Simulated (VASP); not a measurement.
Write the native input for VASP 6.6.1 that does the following.

```yaml
Task: single point
Functional: LDA
Potentials_or_basis: VASP PAW LDA potentials, release 64 (Se)
Cutoff: 520 eV
k_mesh: 13 × 13 × 13
Occupations: fermi-dirac, width 0.1 eV
Spin: no spin polarisation
Dipole_correction: no
Further_INCAR_settings: ALGO = Normal; EDIFF = 1e-06; NBANDS = 9
```

The structure of Se lies in POSCAR:

```
Se
1.0
    1.9503318524      1.1260243482      0.8932692121
   -1.9503318524      1.1260243482      0.8932692121
    0.0000000000     -2.2520497097      0.8932692121
Se
1
Direct
    0.0000000000      0.0000000000      0.0000000000
```

These files were run (other wordings do the same):

INCAR

```
PREC = Accurate
ENCUT = 520
EDIFF = 1E-6
ISMEAR = -1
SIGMA = 0.1
LREAL = F
LASPH = T
NELM = 60
ALGO = Normal
ISIF = 2
LWAVE = F
LCHARG = F
GGA = CA
NBANDS = 9
```

KPOINTS

```
Automatic mesh
0
Gamma
  13 13 13
```

Potentials or basis: VASP PAW LDA potentials, release 64 (Se).

Run with:

```console
$ cat potpaw_LDA.64/Se/POTCAR > POTCAR
$ mpirun -np 1 vasp_std > vasp.out
```

Results of the run:

* Pressure: 126.1 GPa
* Band gap on the k mesh: zero (band 3 reaches 21.68 eV, above the bottom of band 4 at 7.62 eV)

Wall time 13 s on 1 thread of Intel(R) Xeon(R) Platinum 8488C (Sapphire Rapids), with other jobs on the host, peak memory 0.13 GiB.
